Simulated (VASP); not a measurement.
Set up this calculation in VASP 6.6.1, as the native input.

| Item | Value |
| --- | --- |
| Task | electric field gradients |
| Functional | PBEsol |
| Potentials or basis | VASP PAW PBE potentials, release 64 (Ga_d, N) |
| Cutoff | 520 eV |
| k mesh | 13 × 13 × 13 |
| Occupations | fermi-dirac, width 0.02 eV |
| Spin | no spin polarisation |
| Dipole correction | no |
| Further INCAR settings | ALGO = Normal; EDIFF = 1e-08; NBANDS = 16 |

The structure of GaN lies in POSCAR:

```
GaN
1.0
    0.0000000000      1.9791271138      1.9791271138
    1.9791271138      0.0000000000      1.9791271138
    1.9791271138      1.9791271138      0.0000000000
Ga N
1 1
Direct
    0.5000000000      0.5000000000      0.5000000000
    0.0000000000      0.0000000000      0.0000000000
```

This cell differs from its parent crystal: volume scaled by 0.98.

The input as run:

INCAR

```
SYSTEM = GaN
PREC     = Accurate       ! precision mode
ENCUT    = 520            ! plane-wave cutoff, eV
EDIFF    = 1E-8           ! SCF threshold, eV
ISMEAR   = -1             ! smearing method
SIGMA    = 0.02           ! smearing width, eV
LREAL    = .FALSE.        ! projectors in reciprocal space
LASPH    = .TRUE.         ! aspherical terms in the spheres
NELM     = 100            ! most SCF steps
ALGO     = Normal         ! electronic algorithm
ISIF     = 2              ! what is computed and relaxed
LWAVE    = .FALSE.        ! write WAVECAR
LCHARG   = .FALSE.        ! write CHGCAR
GGA      = PS             ! functional
LEFG     = .TRUE.       
NBANDS   = 16             ! bands
```

KPOINTS

```
regular mesh
0
G
  13 13 13
  0 0 0
```

Potentials or basis: VASP PAW PBE potentials, release 64 (Ga_d, N).

Run with:

```sh
$ cat potpaw_PBE.64/Ga_d/POTCAR potpaw_PBE.64/N/POTCAR > POTCAR
$ mpirun -np 1 vasp_std > vasp.out
```

It gave:

```json
{"Pressure": "69.4 GPa", "Band gap on the k mesh": "1.96 eV, indirect (least direct gap 5.53 eV)"}
```

Caveat: without QUAD_EFG the Cq values of the log hold for a quadrupole moment of 1 mb, not for the nuclei; the PAW data sets were made with another functional, which shifts forces and pressure a little.

Run time: 21 s on 1 thread of Intel(R) Xeon(R) Platinum 8259CL CPU @ 2.50GHz (Skylake/Cascade Lake) (shared host), peak memory 0.15 GiB.
